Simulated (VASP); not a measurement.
Wanted: the native input for a VASP 6.6.1 run.

```yaml
Task: single point
Functional: PBE
Potentials_or_basis: VASP PAW PBE potentials, release 64 (Zn)
Cutoff: 520 eV
k_mesh: 19 × 19 × 19
Occupations: fermi-dirac, width 0.1 eV
Spin: no spin polarisation
Dipole_correction: no
Further_INCAR_settings: ALGO = Normal; EDIFF = 1e-06; NBANDS = 12
```

The structure of Zn lies in POSCAR:

```
Zn
1.0
   -1.4240989676      1.4240989676      1.4240989676
    1.4240989676     -1.4240989676      1.4240989676
    1.4240989676      1.4240989676     -1.4240989676
Zn
1
Direct
    0.0000000000      0.0000000000      0.0000000000
```

This cell differs from its parent crystal: volume scaled by 0.75.

These files were run (other wordings do the same):

INCAR

```
SYSTEM = Zn
PREC = Accurate ; ENCUT = 520
EDIFF = 1E-6 ; ISMEAR = -1
SIGMA = 0.1 ; LREAL = .False.
LASPH = .True. ; NELM = 80
ALGO = Normal ; ISIF = 2
LWAVE = .False. ; LCHARG = .True.
GGA = PE ; LELF = .True.
LVHAR = .True. ; NBANDS = 12
```

KPOINTS

```
regular mesh
0
Gamma
  19 19 19
  0 0 0
```

Potentials or basis: VASP PAW PBE potentials, release 64 (Zn).

Launch:

```sh
$ cat potpaw_PBE.64/Zn/POTCAR > POTCAR
$ mpirun -np 1 vasp_std > vasp.out
```

Results of the run:

```json
{"Pressure": "40.3 GPa", "Band gap on the k mesh": "zero (band 6 reaches 9.75 eV, above the bottom of band 7 at 5.20 eV)"}
```

It took 16 s on 1 thread of Intel Xeon 6975P-C (shared host), peak memory 0.14 GiB.
